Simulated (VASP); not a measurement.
AlNi (NiAl (Pm-3m)), 2 atoms in the cell. The structure is cubic, space group Pm-3m (No. 221). The conventional cell has a = 2.860 Å, b = 2.860 Å, c = 2.860 Å, α = 90.00°, β = 90.00°, γ = 90.00°. Al (site symmetry m-3m) has 8 Ni at 2.48 Å and 6 Al at 2.86 Å within 3.3 Å. Within 3.3 Å of Ni (site symmetry m-3m) lie 8 Al at 2.48 Å and 6 Ni at 2.86 Å. 

```yaml
Program: VASP 6.6.1
Task: relaxation of cell and atoms
Functional: PBE
Potentials_or_basis: VASP PAW PBE potentials, release 64 (Al, Ni)
Cutoff: 600 eV
k_mesh: 13 × 13 × 13
Occupations: methfessel-paxton, width 0.1 eV
Spin: no spin polarisation
Dipole_correction: no
Further_INCAR_settings: ALGO = Normal; EDIFF = 1e-06; IBRION = 2; EDIFFG = -0.005; NSW = 80; ISIF = 3
```

Potentials or basis: VASP PAW PBE potentials, release 64 (Al, Ni).

Command:

```console
$ cat potpaw_PBE.64/Al/POTCAR potpaw_PBE.64/Ni/POTCAR > POTCAR
$ mpirun -np 1 vasp_std > vasp.out
```

Hardware: 1 thread of Intel(R) Xeon(R) Platinum 8488C (Sapphire Rapids) (shared host).

**Question.** Estimate the wall time of this run.

**Answer.** Wall time 18 s on 1 thread of Intel(R) Xeon(R) Platinum 8488C (Sapphire Rapids), on a shared host, peak memory 0.16 GiB. Counts: scf iterations 29, k points 84, ion steps 3.
